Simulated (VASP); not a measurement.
Wanted: the native input for a VASP 6.6.1 run.

| Quantity | Value |
| --- | --- |
| Task | single point |
| Functional | LDA |
| Potentials or basis | VASP PAW LDA potentials, release 64 (Mg_sv, O) |
| Cutoff | 840 eV |
| k mesh | 8 × 8 × 8 |
| Occupations | gaussian, width 0.02 eV |
| Spin | no spin polarisation |
| Dipole correction | no |
| Further INCAR settings | ALGO = Normal; EDIFF = 1e-06; NBANDS = 15 |

The structure of MgO lies in POSCAR:

```
MgO
1.0
    0.0000000000      2.0803529743      2.0803529743
    2.0803529743      0.0000000000      2.0803529743
    2.0803529743      2.0803529743      0.0000000000
Mg O
1 1
Direct
    0.0000000000      0.0000000000      0.0000000000
    0.5000000000      0.5000000000      0.5000000000
```

These files were run (other wordings do the same):

INCAR

```
SYSTEM = MgO
PREC = Accurate ; ENCUT = 840
EDIFF = 1E-6 ; ISMEAR = 0
SIGMA = 0.02 ; LREAL = .FALSE.
LASPH = .TRUE. ; NELM = 120
ALGO = Normal ; ISIF = 2
LWAVE = .FALSE. ; LCHARG = .FALSE.
NBANDS = 15 ; GGA_COMPAT = .FALSE.
```

KPOINTS

```
Automatic mesh
0
G
  8 8 8
  0 0 0
```

Potentials or basis: VASP PAW LDA potentials, release 64 (Mg_sv, O).

Command:

```sh
$ cat potpaw_LDA.64/Mg_sv/POTCAR potpaw_LDA.64/O/POTCAR > POTCAR
$ mpirun -np 1 vasp_std > vasp.out
```

It gave:

The pressure is 0.4 GPa and the band gap on the k mesh is 5.03 eV.

It took 7.6 s on 1 thread of AMD EPYC 9R45 96-Core Processor (Zen 5), on a shared host, peak memory 0.11 GiB.
